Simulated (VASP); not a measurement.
A run of VASP 6.6.1 is set up as follows.

Contents of POSCAR:

```
CdF2
1.0
    0.0000000000      2.6669619016      2.6669619016
    2.6669619016      0.0000000000      2.6669619016
    2.6669619016      2.6669619016      0.0000000000
Cd F
1 2
Direct
    0.0000000000      0.0000000000      0.0000000000
    0.2500000000      0.2500000000      0.2500000000
    0.7500000000      0.7500000000      0.7500000000
```

INCAR.step1

```
SYSTEM = CdF2
PREC = Accurate ; ENCUT = 520
ISMEAR = 0 ; SIGMA = 0.01
LREAL = .False. ; LASPH = .True.
NELM = 80 ; NBANDS = 20
GGA = PE ; ALGO = Normal
EDIFF = 1E-4 ; LWAVE = .True.
LCHARG = .False.
```

INCAR.step2

```
SYSTEM = CdF2
PREC = Accurate ; ENCUT = 520
EDIFF = 1E-7 ; ISMEAR = 0
SIGMA = 0.01 ; LREAL = .False.
LASPH = .True. ; NELM = 80
ALGO = Normal ; ISIF = 2
LWAVE = .False. ; LCHARG = .True.
METAGGA = R2SCAN ; LMIXTAU = .True.
LELF = .True. ; LVHAR = .True.
NBANDS = 20 ; ISTART = 1
```

The input KPOINTS:

```
regular mesh
0
Gamma
  6 6 6
  0 0 0
```

Potentials or basis: VASP PAW PBE potentials, release 64 (Cd, F).

The run is started by

```bash
$ cat potpaw_PBE.64/Cd/POTCAR potpaw_PBE.64/F/POTCAR > POTCAR
$ cp INCAR.step1 INCAR
$ mpirun -np 1 vasp_std > vasp.out
$ cp INCAR.step2 INCAR
$ mpirun -np 1 vasp_std > vasp.out
```

Question: Estimate the band gap on the k mesh.

Answer: 3.88 eV, indirect (least direct gap 4.32 eV).

Question: Estimate the pressure.

Answer: 4.9 GPa.

Caveat: the PAW data sets were made with another functional, which shifts forces and pressure a little. A k mesh can miss the band edges.
